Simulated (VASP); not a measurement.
Crystal: Ge3As2.

```
Ge As
1.0
     3.59568    0.00000    0.00000
    -1.79784    3.11395    0.00000
     0.00000    0.00000   16.71993
Ge As
6 4
Cartesian
  0.0000 0.0000 0.0000
  0.0000 0.0000 5.5733
  0.0000 0.0000 11.1466
  0.0000 0.0000 2.7867
  0.0000 0.0000 8.3600
  0.0000 0.0000 13.9333
  0.0000 2.0760 1.3933
  0.0000 2.0760 6.9666
  1.7978 1.0380 9.7533
  1.7978 1.0380 15.3266
```

This cell differs from its parent crystal: atoms taken out.

| Quantity | Value |
| --- | --- |
| Program | VASP 6.6.1 |
| Task | relaxation of cell and atoms |
| Functional | PBE |
| Potentials or basis | VASP PAW PBE potentials, release 64 (Ge_d, As) |
| Cutoff | 600 eV |
| k mesh | 6 × 6 × 1 |
| Occupations | gaussian, width 0.1 eV |
| Spin | no spin polarisation |

At the start: pressure 22.9 GPa; volume 18.72 Å³/atom.

**Question.** How do energy, volume and symmetry change on relaxing?

**Answer.** Over 8 steps the energy falls by 396.3 meV/atom and the volume is 23.49 Å³/atom (+25.5 %); space group P6_3/mmc (No. 194, to 0.1 Å) before and after.

The path:
```tsv
step	energy change (eV)	largest force (eV/Å)	pressure (GPa)	volume (Å³)
1	0.0000	2.2515	22.86	187.21
2	-2.5890	1.0372	-6.17	269.29
3	-3.3290	1.1671	-0.34	237.07
4	-3.5624	0.8855	-0.42	237.91
5	-3.7912	0.4882	-0.35	239.59
6	-3.7963	0.5964	-0.28	239.89
7	-3.8845	0.4433	-0.31	238.25
8	-3.9633	0.0344	-0.08	234.87
```

Final structure:
```yaml
crystal:
  lattice:
    - [3.90584, 0.00000, 0.00000]
    - [-1.95292, 3.38256, 0.00000]
    - [0.00000, 0.00000, 17.77707]
  atoms:
    - { symbol: Ge, position: [0.00000, 0.00000, 0.00000] }
    - { symbol: Ge, position: [0.00000, 0.00000, 0.32498] }
    - { symbol: Ge, position: [0.00000, 0.00000, 0.67502] }
    - { symbol: Ge, position: [0.00000, 0.00000, 0.17502] }
    - { symbol: Ge, position: [0.00000, 0.00000, 0.50000] }
    - { symbol: Ge, position: [0.00000, 0.00000, 0.82498] }
    - { symbol: As, position: [0.33333, 0.66667, 0.10096] }
    - { symbol: As, position: [0.33333, 0.66667, 0.39904] }
    - { symbol: As, position: [0.66667, 0.33333, 0.60096] }
    - { symbol: As, position: [0.66667, 0.33333, 0.89904] }
```

Caveat: the k points lie up to 0.35 Å⁻¹ apart in the final cell, too coarse for converged energies and pressures of a metal; the cell differs from its parent crystal (atoms taken out); the volume moved by over 15 % at a fixed basis, so the end points are rough.
